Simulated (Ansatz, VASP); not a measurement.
**One calculation of CuF, two programs**

```
Cu F
1.0
     2.87111    0.00000    0.00000
    -1.43556    2.48645    0.00000
     0.00000    0.00000    6.80011
Cu F
2 2
Direct
  0.00000 0.00000 0.04582
  0.33333 0.66667 0.54582
  0.00000 0.00000 0.32918
  0.33333 0.66667 0.82918
```

Alike in both runs: functional PBE; k mesh 9 × 9 × 4; occupations gaussian, width 0.1 eV; no spin polarisation.

Ansatz relaxed the structure, and its values are those at the end. VASP's run is a single point on that final structure, the one shown.

```csv
,VASP,Ansatz
version,VASP 6.6.1,Ansatz 0.2.0
potentials or method,"VASP PAW PBE potentials, release 64 (Cu_sv_GW, F), cutoff 700 eV","scalar-relativistic, plane waves, PAW"
valence electrons in the cell,52,52
```

|  | VASP | Ansatz | Ansatz less VASP |
| --- | --- | --- | --- |
| gap on the k mesh at the Fermi level (eV) | none | none | - |
| pressure (GPa) | -2.7 | -0.1 | +2.62 |
| rms of the force components (eV/Å) | 0.005 | 0.005 | -0.0004 |

A gap of «none» marks a metal or a gap that the smearing closes.
